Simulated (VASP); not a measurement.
# LiH (P6_3/mmc) in VASP: notebook

LiH is run at these levels: PBE; tasks: single point.

Program: VASP 6.6.1. These are calculated values, not measurements. Logs are shortened: lines on timing, memory, paths and dates and some standing lists are left out, and cuts for length are marked.

## Step 1: The cell of the first run

It takes space group P6_3/mmc (No. 194, hexagonal). Conventional cell: a = 2.725 Å, b = 2.725 Å, c = 4.785 Å, α = 90.00°, β = 90.00°, γ = 120.00°. Li (site symmetry -3m) has 6 H at 1.98 Å and 2 Li at 2.39 Å within 2.6 Å. Within 2.6 Å of H (site symmetry -6m2) lie 6 Li at 1.98 Å.

## Step 2: Single point, PBE (volume changed by -6%)

Input file INCAR:

```
SYSTEM = LiH
  PREC = Accurate
  ENCUT = 520
  EDIFF = 1E-6
  ISMEAR = 0
  SIGMA = 0.01
  LREAL = .FALSE.
  LASPH = .TRUE.
  NELM = 60
  ALGO = Normal
  ISIF = 2
  LWAVE = .FALSE.
  LCHARG = .FALSE.
  GGA = PE
  NBANDS = 12
```

Input file KPOINTS:

```
Automatic mesh
0
G
  9 9 4
  0 0 0
```

Input file POSCAR:

```
LiH
1.0
    2.7248630481      0.0000000000      0.0000000000
   -1.3624315240      2.3598006215      0.0000000000
    0.0000000000      0.0000000000      4.7850540325
Li H
2 2
Direct
    0.0000000000      0.0000000000      0.0000000000
    0.0000000000      0.0000000000      0.5000000000
    0.3333333333      0.6666666667      0.2500000000
    0.6666666667      0.3333333333      0.7500000000
```

Potentials or basis: VASP PAW PBE potentials, release 64 (Li_sv, H).

The run is started by

```console
$ cat potpaw_PBE.64/Li_sv/POTCAR potpaw_PBE.64/H/POTCAR > POTCAR
$ mpirun -np 1 vasp_std > vasp.out
```

OUTCAR:

```text
SYSTEM = LiH
   PREC = Accurate
   ENCUT = 520
   EDIFF = 1E-6
   ISMEAR = 0
   LREAL = .FALSE.
   LASPH = .TRUE.
   NELM = 60
   ISIF = 2
   GGA = PE

 ion  position               nearest neighbor table
   1  0.000  0.000  0.000-   2 2.39   2 2.39
   2  0.000  0.000  0.500-   1 2.39   1 2.39
   3  0.333  0.667  0.250-
   4  0.667  0.333  0.750-

  LATTYP: Found a hexagonal cell.
 ALAT       =     2.7248630481
 C/A-ratio  =     1.7560713871

  Lattice vectors:

 A1 = (   2.7248630481,   0.0000000000,   0.0000000000)
 A2 = (  -1.3624315240,   2.3598006215,   0.0000000000)
 A3 = (   0.0000000000,   0.0000000000,   4.7850540325)

Analysis of symmetry for initial positions (statically):
=====================================================================
 Subroutine PRICEL returns:
 Original cell was already a primitive cell.

 Routine SETGRP: Setting up the symmetry group for a
 hexagonal supercell.

 Subroutine GETGRP returns: Found 24 space group operations
 (whereof 12 operations were pure point group operations)
 out of a pool of 24 trial point group operations.

The static configuration has the point symmetry D_3d.
 The point group associated with its full space group is D_6h.

Analysis of symmetry for dynamics (positions and initial velocities):
=====================================================================
 Subroutine PRICEL returns:
 Original cell was already a primitive cell.

 Routine SETGRP: Setting up the symmetry group for a
 hexagonal supercell.

 Subroutine GETGRP returns: Found 24 space group operations
 (whereof 12 operations were pure point group operations)
 out of a pool of 24 trial point group operations.

The dynamic configuration has the point symmetry D_3d.
 The point group associated with its full space group is D_6h.

 Subroutine INISYM returns: Found 24 space group operations
 (whereof 12 operations are pure point group operations),
 and found     1 'primitive' translations

----------------------------------------------------------------------------------------

                                     Primitive cell

  volume of cell :      30.7685

  direct lattice vectors                    reciprocal lattice vectors
     2.724863048  0.000000000  0.000000000     0.366990921  0.211882307  0.000000000
    -1.362431524  2.359800621  0.000000000     0.000000000  0.423764614  0.000000000
     0.000000000  0.000000000  4.785054032     0.000000000  0.000000000  0.208984056

  length of vectors
     2.724863048  2.724863048  4.785054032     0.423764614  0.423764614  0.208984056

  position of ions in fractional coordinates (direct lattice)
     0.000000000  0.000000000  0.000000000
     0.000000000  0.000000000  0.500000000
     0.333333333  0.666666667  0.250000000
     0.666666667  0.333333333  0.750000000

  ion indices of the primitive-cell ions
   primitive index   ion index
                 1           1
                 2           2
                 3           3
                 4           4

----------------------------------------------------------------------------------------

 KPOINTS: Automatic mesh

Automatic generation of k-mesh.
 Grid dimensions read from file:
 generate k-points for:    9    9    4

 Generating k-lattice:

  Cartesian coordinates                     Fractional coordinates (reciprocal lattice)
     0.040776769  0.023542479  0.000000000     0.111111111  0.000000000  0.000000000
     0.000000000  0.047084957  0.000000000     0.000000000  0.111111111  0.000000000
     0.000000000  0.000000000  0.052246014     0.000000000  0.000000000  0.250000000

  Length of vectors
     0.047084957  0.047084957  0.052246014

  Shift w.r.t. Gamma in fractional coordinates (k-lattice)
     0.000000000  0.000000000  0.000000000

 Subroutine IBZKPT returns following result:
 ===========================================

 Found     36 irreducible k-points:

 Following reciprocal coordinates:
            Coordinates               Weight
  0.000000  0.000000  0.000000      1.000000
  0.111111 -0.000000  0.000000      6.000000
  0.222222 -0.000000  0.000000      6.000000
  0.333333 -0.000000  0.000000      6.000000
  0.444444 -0.000000  0.000000      6.000000
  0.111111  0.111111  0.000000      6.000000
[... 16 lines left out ...]
  0.333333  0.222222  0.250000     24.000000
  0.333333  0.333333  0.250000      4.000000
 [... further k-points ...]
   k-points           NKPTS =     36   k-points in BZ     NKDIM =     36   number of bands    NBANDS=     12
   number of dos      NEDOS =    301   number of ions     NIONS =      4
   total plane-waves  NPLWV =  14400
   dimension x,y,z NGX =    20 NGY =   20 NGZ =   36
   dimension x,y,z NGXF=    40 NGYF=   40 NGZF=   72
   ions per type =               2   2
   NGX,Y,Z   is equivalent  to a cutoff of  12.20, 12.20, 12.51 a.u.
   NGXF,Y,Z  is equivalent  to a cutoff of  24.40, 24.40, 25.01 a.u.
 SYSTEM =  LiH
   PREC   = accura    normal or accurate (medium, high low for compatibility)
   ISTART =      0    job   : 0-new  1-cont  2-samecut
   ICHARG =      2    charge: 1-file 2-atom 10-const
   ISPIN  =      1    spin polarized calculation?
   LNONCOLLINEAR =      F non collinear calculations
   LSORBIT =      F    spin-orbit coupling
   LASPH  =      T    aspherical Exc in radial PAW
   ENCUT  =  520.0 eV  38.22 Ry    6.18 a.u.   5.07  5.07  8.90*2*pi/ulx,y,z
   NELM   =     60;   NELMIN=  2; NELMDL= -5     # of ELM steps
   EDIFF  = 0.1E-05   stopping-criterion for ELM
   LREAL  =      F    real-space projection
   EDIFFG = 0.1E-04   stopping-criterion for IOM
   NSW    =      0    number of steps for IOM
   IBRION =     -1    ionic relax: 0-MD 1-quasi-New 2-CG
   NFREE  =      0    steps in history (QN), initial steepest desc. (CG)
   ISIF   =      2    stress and relaxation
   ISYM   =      2    0-nonsym 1-usesym 2-fastsym
   POTIM  = 0.5000    time-step for ionic-motion
   TEBEG  =    0.0;   TEEND  =   0.0 temperature during run
   PSTRESS=    0.0 pullay stress
   NELECT =       8.0000    total number of electrons
   NUPDOWN=      -1.0000    fix difference up-down
   EMIN   =  10.00;   EMAX   =-10.00  energy-range for DOS
   EFERMI =   0.00;   METHOD = LEGACY
   ISMEAR =     0;   SIGMA  =   0.01  broadening in eV -4-tet -1-fermi 0-gaus
   EFERMI_NEDOS =   21; number of points for ismear=-14 and -15
   IALGO  =     38    algorithm
   IMIX   =      4    mixing-type and parameters
     AMIX     =   0.40;   BMIX     =  1.00
     AMIX_MAG =   1.60;   BMIX_MAG =  1.00
  volume/ion in A,a.u.               =       7.69        51.91
  Fermi-wavevector in a.u.,A,eV,Ry     =   1.044887  1.974550 14.854681  1.091788
  Thomas-Fermi vector in A             =   2.179659
   LORBIT       =      0    0 simple, 1 ext, 2 COOP (PROOUT), +10 PAW based schemes
   GGA     = PE    functional components
   LHFCALC =     F    Hartree Fock is set to
   AEXX    =    0.0000 exact exchange contribution
   IVDW    =     0    specifies the selected vdW correction
   LEPSILON=     F    determine dielectric tensor
   LRPA    =     F    only Hartree local field effects (RPA)
 non-spin polarized calculation
 Gauss-broadening in eV      SIGMA  =   0.01
  energy-cutoff  :      520.00
  volume of cell :       30.77
 maximum number of plane-waves:       847
   NGX = 11   NGY = 11   NGZ = 17

 number of electron       7.9999995 magnetization

 Free energy of the ion-electron system (eV)
  ---------------------------------------------------
  ext. energy  EPLUGINS =         0.00000000
  ---------------------------------------------------
  free energy    TOTEN  =       -12.02856454 eV

  energy without entropy =      -12.02856454  energy(sigma->0) =      -12.02856454

 E-fermi :   0.3382     XC(G=0):  -8.6524

 val. band max:        0.1705675817   @ k =   0.4444   0.1111   0.0000
 cond. band min:       4.7302587862   @ k =   0.4444   0.1111   0.5000
 fundamental gap:      4.5596912044
 Fermi energy:         0.3382038992

 k-point     1 :       0.0000    0.0000    0.0000
  band No.  band energies     occupation
      1     -44.1216      2.00000
      2     -44.0402      2.00000
      3      -5.2705      2.00000
      4      -2.9782      2.00000
      5       4.9217      0.00000
      6      15.2933      0.00000
      7      16.7352      0.00000
      8      17.1655      0.00000
      9      17.1656      0.00000
     10      17.3740      0.00000
     11      20.6971      0.00000
     12      20.6971      0.00000

 k-point     2 :       0.1111   -0.0000    0.0000
  band No.  band energies     occupation
      1     -44.1159      2.00000
      2     -44.0352      2.00000
      3      -5.0610      2.00000
      4      -2.6990      2.00000
      5       5.0199      0.00000
      6      13.1188      0.00000
      7      15.6389      0.00000
      8      15.8418      0.00000
      9      16.1587      0.00000
     10      17.6520      0.00000
     11      20.3454      0.00000
     12      20.5612      0.00000

 k-point     3 :       0.2222   -0.0000    0.0000
  band No.  band energies     occupation
      1     -44.1015      2.00000
      2     -44.0230      2.00000
      3      -4.4458      2.00000
      4      -1.8974      2.00000
      5       5.3192      0.00000
      6       9.4805      0.00000
      7      12.8666      0.00000
      8      14.1053      0.00000
      9      15.4518      0.00000
     10      17.2384      0.00000
     11      18.6841      0.00000
     12      18.7946      0.00000
[... 286 lines left out ...]
 k-point    23 :       0.3333    0.2222    0.2500
  band No.  band energies     occupation
      1     -44.0589      2.00000
      2     -44.0073      2.00000
      3      -1.5631      2.00000
      4      -0.2304      2.00000
      5       5.0419      0.00000
      6       6.2195      0.00000
      7       8.4564      0.00000
      8       8.9153      0.00000
      9      10.5166      0.00000
     10      13.0617      0.00000
     11      18.8082      0.00000
     12      19.5723      0.00000

 k-point    24 :       0.3333    0.3333    0.2500
  band No.  band energies     occupation
      1     -44.0561      2.00000
      2     -44.0049      2.00000
      3      -0.6147      2.00000
      4      -0.6147      2.00000
      5       5.6699      0.00000
      6       5.6699      0.00000
      7       7.5193      0.00000
      8       8.2495      0.00000
      9      11.2762      0.00000
     10      11.2762      0.00000
     11      19.5172      0.00000
     12      20.5604      0.00000

 [... further k-points ...]
[... 5 lines left out ...]
  --------------------------------------------------------------------------------------
  -------------------------------------------------------------------------------------
  Total        0.3872234      0.3872234      0.4484210      0.0000000     -0.0000000      0.0000000
  in kB       20.1634746     20.1634746     23.3501488      0.0000000     -0.0000000      0.0000000
  external PRESSURE =      21.2256994 kB  Pullay stress =       0.0000000 kB

 VOLUME and BASIS-vectors are now :
 -----------------------------------------------------------------------------
  energy-cutoff  :      520.00
  volume of cell :       30.77
      direct lattice vectors                 reciprocal lattice vectors
     2.724863048  0.000000000  0.000000000     0.366990921  0.211882307  0.000000000
    -1.362431524  2.359800621  0.000000000     0.000000000  0.423764614  0.000000000
     0.000000000  0.000000000  4.785054032     0.000000000  0.000000000  0.208984056

 POSITION                                       TOTAL-FORCE (eV/Angst)
 -----------------------------------------------------------------------------------
      0.00000      0.00000      0.00000        -0.000000      0.000000      0.000000
      0.00000      0.00000      2.39253        -0.000000      0.000000      0.000000
     -0.00000      1.57320      1.19626         0.000000     -0.000000     -0.000000
      1.36243      0.78660      3.58879        -0.000000      0.000000      0.000000
 -----------------------------------------------------------------------------------
    total drift:                                0.000000      0.000000      0.000000

  FREE ENERGIE OF THE ION-ELECTRON SYSTEM (eV)
  ---------------------------------------------------
  free  energy   TOTEN  =       -12.0285645364 eV

  energy  without entropy=      -12.0285645364  energy(sigma->0) =      -12.02856454
```

Run time: 11 s. Hardware: 1 thread of Intel Xeon Platinum 8488C (Sapphire Rapids), shared host; peak memory 0.14 GiB.

What came out:

* Free energy: -12.0286 eV
* Band gap on the k mesh: 4.56 eV, indirect (least direct gap 5.07 eV)

Levels at points of the mesh, in eV from the valence-band top:
| k point | band 2 | band 3 | band 4 | band 5 | band 6 | band 7 |
| --- | --- | --- | --- | --- | --- | --- |
| (0.00, 0.00, 0.00) | -44.21 | -5.44 | -3.15 | 4.75 | 15.12 | 16.56 |
| (0.00, 0.00, 0.50) | -44.25 | -4.52 | -4.52 | 8.81 | 8.81 | 16.36 |

Caveat: the cutoff is under 1.25 times the usual one of these potentials, so pressure, stress and relaxed cells hold a basis-set (Pulay) error.

## Step 3: Single point, PBE (volume changed by -3%)

Input file INCAR:

```
SYSTEM = LiH
PREC = Accurate
ENCUT = 520
EDIFF = 1E-6
ISMEAR = 0
SIGMA = 0.01
LREAL = .False.
LASPH = .True.
NELM = 100
ALGO = Normal
ISIF = 2
LWAVE = .False.
LCHARG = .False.
GGA = PE
NBANDS = 12
```

Input file KPOINTS:

```
Automatic mesh
0
Gamma
  9 9 4
  0 0 0
```

Input file POSCAR:

```
LiH
1.0
    2.7535479250      0.0000000000      0.0000000000
   -1.3767739625      2.3846424536      0.0000000000
    0.0000000000      0.0000000000      4.8354267241
Li H
2 2
Direct
    0.0000000000      0.0000000000      0.0000000000
    0.0000000000      0.0000000000      0.5000000000
    0.3333333333      0.6666666667      0.2500000000
    0.6666666667      0.3333333333      0.7500000000
```

Potentials or basis: VASP PAW PBE potentials, release 64 (Li_sv, H).

The run is started by

```console
$ cat potpaw_PBE.64/Li_sv/POTCAR potpaw_PBE.64/H/POTCAR > POTCAR
$ mpirun -np 1 vasp_std > vasp.out
```

It took 12 s on 1 thread of Intel Xeon Platinum 8488C (Sapphire Rapids), shared host; peak memory 0.14 GiB.

The run converged. Its results:

```
Free energy            : -12.0392 eV
Band gap on the k mesh : 4.52 eV, indirect (least direct gap 5.03 eV)
```

Levels at points of the mesh, in eV from the valence-band top:
```tsv
k point	band 2	band 3	band 4	band 5	band 6	band 7
(0.00, 0.00, 0.00)	-44.24	-5.33	-3.05	4.66	14.81	16.17
(0.00, 0.00, 0.50)	-44.28	-4.41	-4.41	8.66	8.66	16.01
```

Caveat: the cutoff is under 1.25 times the usual one of these potentials, so pressure, stress and relaxed cells hold a basis-set (Pulay) error. A k mesh can miss the band edges.
